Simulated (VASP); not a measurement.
A run of VASP 6.6.1 is set up as follows.

Contents of INCAR:

```
SYSTEM = Al9H
PREC = Accurate
ENCUT = 520
EDIFF = 1E-6
ISMEAR = 0
SIGMA = 0.1
LREAL = Auto
LASPH = .TRUE.
NELM = 60
ALGO = Normal
ISIF = 2
LWAVE = .FALSE.
LCHARG = .TRUE.
LDIPOL = .TRUE.
IDIPOL = 3
DIPOL = 0.5 0.5 0.294
GGA = PE
LELF = .TRUE.
LVHAR = .TRUE.
LVACPOTAV = .TRUE.
NBANDS = 44
```

File KPOINTS:

```
regular mesh
0
G
  5 3 1
  0 0 0
```

The input POSCAR:

```
Al9H
1.0
    5.7070863109      0.0000000000      0.0000000000
   -1.4267715777      9.7014842373      0.0000000000
    0.0000000000      0.0000000000     22.7903703632
Al H
18 2
Direct
    0.2662216041      0.0648864163      0.1755127247
    0.7662216041      0.0648864163      0.1755127247
    0.3354806058      0.3419224231      0.2192029853
    0.8354806058      0.3419224231      0.2192029853
    0.1493324061      0.5973296244      0.2279410374
    0.6493324061      0.5973296244      0.2279410374
    0.4631842064      0.8527368258      0.2366790895
    0.9631842064      0.8527368258      0.2366790895
    0.0319772084      0.1277109167      0.2808262503
    0.5319772084      0.1277109167      0.2808262503
    0.0997917590      0.4042231279      0.3301071124
    0.5997917590      0.4042231279      0.3301071124
    0.4144000530      0.6596656505      0.3369822082
    0.9144000530      0.6596656505      0.3369822082
    0.2263076920      0.9110819249      0.3449259127
    0.7263076920      0.9110819249      0.3449259127
    0.2962427236      0.1814071990      0.3857054635
    0.7962427236      0.1814071990      0.3857054635
    0.4193609451      0.9110819249      0.4054506450
    0.5332544390      0.9110819249      0.4054506450
```

Potentials or basis: VASP PAW PBE potentials, release 64 (Al, H).

The run is started by

```bash
$ cat potpaw_PBE.64/Al/POTCAR potpaw_PBE.64/H/POTCAR > POTCAR
$ mpirun -np 1 vasp_std > vasp.out
```

Q: Predict the largest force.

A: 6.515 eV/Å.

Q: What does it give for the band gap on the k mesh?

A: Zero (bands 28 and 29 overlap by 0.70 eV).

Forces on the atoms (eV/Å):
```
Al  -0.054  0.178  0.036
Al   0.047  0.130  0.055
Al  -0.071  0.073  0.036
Al   0.093  0.102  0.018
Al  -0.046 -0.097  0.019
Al   0.026 -0.120 -0.012
Al  -0.013 -0.064 -0.019
Al   0.008 -0.119 -0.145
Al  -0.023  0.035  0.012
Al   0.022 -0.052  0.121
Al  -0.038 -0.081 -0.038
Al   0.043 -0.010 -0.018
Al  -0.058 -0.312 -0.174
Al   0.035 -0.025  0.013
Al  -1.313 -0.029 -1.196
Al   1.316  0.035 -1.182
Al  -0.100  0.161  0.032
Al   0.097  0.145  0.042
H   -6.372  0.006  1.189
H    6.401  0.048  1.213
```
